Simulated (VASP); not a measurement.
Set up this calculation in VASP 6.6.1, as the native input.

* Task: single point
* Functional: PBE
* Potentials or basis: VASP PAW PBE potentials, release 64 (Hf_pv, N)
* Cutoff: 600 eV
* k mesh: 12 × 12 × 9
* Occupations: gaussian, width 0.1 eV
* Spin: no spin polarisation
* Dipole correction: no
* Further INCAR settings: ALGO = Normal; EDIFF = 1e-06; NBANDS = 23

The structure of HfN lies in POSCAR:

```
HfN
1.0
    3.1577933250      0.0000000000      0.0000000000
   -1.5788966625      2.7347292393      0.0000000000
    0.0000000000      0.0000000000      5.4568968794
Hf N
2 2
Direct
    0.0000000000      0.0000000000      0.0000000000
    0.3333333333      0.6666666667      0.5000000000
    0.6666666667      0.3333333333      0.2500000000
    0.6666666667      0.3333333333      0.7500000000
```

These files were run (other wordings do the same):

INCAR

```
PREC = Accurate
ENCUT = 600
EDIFF = 1E-6
ISMEAR = 0
SIGMA = 0.1
LREAL = F
LASPH = T
NELM = 120
ALGO = Normal
ISIF = 2
LWAVE = F
LCHARG = T
GGA = PE
LELF = T
LVHAR = T
NBANDS = 23
GGA_COMPAT = F
```

KPOINTS

```
Automatic mesh
0
Gamma
  12 12 9
```

Potentials or basis: VASP PAW PBE potentials, release 64 (Hf_pv, N).

Command:

```console
$ cat potpaw_PBE.64/Hf_pv/POTCAR potpaw_PBE.64/N/POTCAR > POTCAR
$ mpirun -np 1 vasp_std > vasp.out
```

Results of the run:

```json
{"Pressure": "-2.3 GPa", "Band gap on the k mesh": "zero (bands 15 and 16 overlap by 1.77 eV)"}
```

Caveat: spin-orbit coupling is left out, which moves the levels of the heavy elements.

Wall time 70 s on 1 thread of AMD EPYC 9R45 96-Core Processor (Zen 5) (shared host), peak memory 0.23 GiB.
